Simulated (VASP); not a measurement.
Wanted: the native input for a VASP 6.6.1 run.

```
Task                   : single point
Functional             : revPBE
Potentials or basis    : VASP PAW PBE potentials, release 64 (Pt)
Cutoff                 : 520 eV
k mesh                 : 10 × 10 × 10
Occupations            : fermi-dirac, width 0.1 eV
Spin                   : no spin polarisation
Dipole correction      : no
Further INCAR settings : ALGO = Normal; EDIFF = 1e-06; NBANDS = 17
```

The structure of Pt lies in POSCAR:

```
Pt
1.0
    0.0000000000      2.9075463163      2.9075463163
    2.9075463163      0.0000000000      2.9075463163
    2.9075463163      2.9075463163      0.0000000000
Pt
2
Direct
    0.1250000000      0.1250000000      0.1250000000
    0.8750000000      0.8750000000      0.8750000000
```

This isn't the form of Pt at room conditions, which is fcc.

These files were run (other wordings do the same):

INCAR

```
SYSTEM = Pt
PREC = Accurate ; ENCUT = 520
EDIFF = 1E-6 ; ISMEAR = -1
SIGMA = 0.1 ; LREAL = .FALSE.
LASPH = .TRUE. ; NELM = 100
ALGO = Normal ; ISIF = 2
LWAVE = .FALSE. ; LCHARG = .TRUE.
GGA = RE ; LELF = .TRUE.
LVHAR = .TRUE. ; NBANDS = 17
```

KPOINTS

```
regular mesh
0
G
  10 10 10
  0 0 0
```

Potentials or basis: VASP PAW PBE potentials, release 64 (Pt).

Run with:

```console
$ cat potpaw_PBE.64/Pt/POTCAR > POTCAR
$ mpirun -np 1 vasp_std > vasp.out
```

It gave:

```json
{"Pressure": "-0.4 GPa", "Band gap on the k mesh": "zero (bands 10 and 11 overlap by 0.56 eV)"}
```

Caveat: the PAW data sets were made with another functional, which shifts forces and pressure a little; spin-orbit coupling is left out, which moves the levels of the heavy elements.

Wall time 50 s on 1 thread of AMD EPYC 7R13, with other jobs on the host, peak memory 0.16 GiB.
